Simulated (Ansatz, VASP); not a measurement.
**Si5Mo: VASP beside Ansatz**

INCAR

```
PREC     = Accurate       # precision mode
ENCUT    = 600            # plane-wave cutoff, eV
EDIFF    = 1E-6           # SCF threshold, eV
ISMEAR   = 0              # smearing method
SIGMA    = 0.1            # smearing width, eV
LREAL    = False          # projectors in reciprocal space
LASPH    = True           # aspherical terms in the spheres
NELM     = 60             # most SCF steps
ALGO     = Normal         # electronic algorithm
ISIF     = 3              # what is computed and relaxed
LWAVE    = False          # write WAVECAR
LCHARG   = False          # write CHGCAR
GGA      = PE             # functional
IBRION   = 2              # ionic algorithm
NSW      = 100            # ionic steps
EDIFFG   = -0.01          # ionic threshold
```

File KPOINTS:

```
Automatic mesh
0
Gamma
  12 12 4
```

File POSCAR:

```
Si5Mo
1.0
    2.9491082376      0.0000000000      0.0000000000
   -1.4745541188      2.5540026523      0.0000000000
    0.0000000000      0.0000000000     11.8684415366
Si Mo
5 1
Direct
    0.6666666667      0.3333333333      0.8372958515
    0.0000000000      0.0000000000      0.6708378666
    0.6666666667      0.3333333333      0.5000000000
    0.0000000000      0.0000000000      0.3291621334
    0.6666666667      0.3333333333      0.1627041485
    0.0000000000      0.0000000000      0.0000000000
```

Input for Ansatz:

```yaml
crystal:
  lattice:
    - [2.9491082376, 0.0, 0.0]
    - [-1.4745541188, 2.5540026523, 0.0]
    - [0.0, 0.0, 11.8684415366]
  atoms:
    - { symbol: Si, position: [0.6666666667, 0.3333333333, 0.8372958515] }
    - { symbol: Si, position: [0.0, 0.0, 0.6708378666] }
    - { symbol: Si, position: [0.6666666667, 0.3333333333, 0.5] }
    - { symbol: Si, position: [0.0, 0.0, 0.3291621334] }
    - { symbol: Si, position: [0.6666666667, 0.3333333333, 0.1627041485] }
    - { symbol: Mo, position: [0.0, 0.0, 0.0] }
basis:
  ecutwfc: 420
kpoints:
  mp_grid: { grid: [12, 12, 4] }
hamiltonian:
  xc: pbe
scf:
  occupations: { method: gaussian, width: 0.1 }
output:
  forces: true
  stress: true
  eigenvalues: true
  write_density: true
  write_potential: true
  elf: true
  volumetric_format: npy
relax:
  adjacent_minimum: "off"
  f_tol: 0.01
  max_steps: 80
  cell: { stress_tol: 0.05 }
```

Change from the starting cell: species swapped into the MgCd5 type (P-6m2, No. 187).

Alike in both runs: task relaxation of cell and atoms; functional PBE; k mesh 12 × 12 × 4; occupations gaussian, width 0.1 eV; no spin polarisation.

```csv
,VASP,Ansatz
version,VASP 6.6.1,Ansatz 0.2.0
potentials or method,"VASP PAW PBE potentials, release 64 (Si, Mo_sv), cutoff 600 eV","scalar-relativistic, plane waves, PAW"
valence electrons in the cell,34,34
```

```csv
,VASP,Ansatz,Ansatz less VASP
"gap on the k mesh at the Fermi level, each at its own relaxed structure (eV)",none,none,-
relaxed volume (Å³/atom),14.85,14.85,0.000
relaxed length of the cell vector where the two differ most in proportion (Å),12.164,12.161,-0.0032
```

A gap of «none» marks a metal or a gap that the smearing closes.
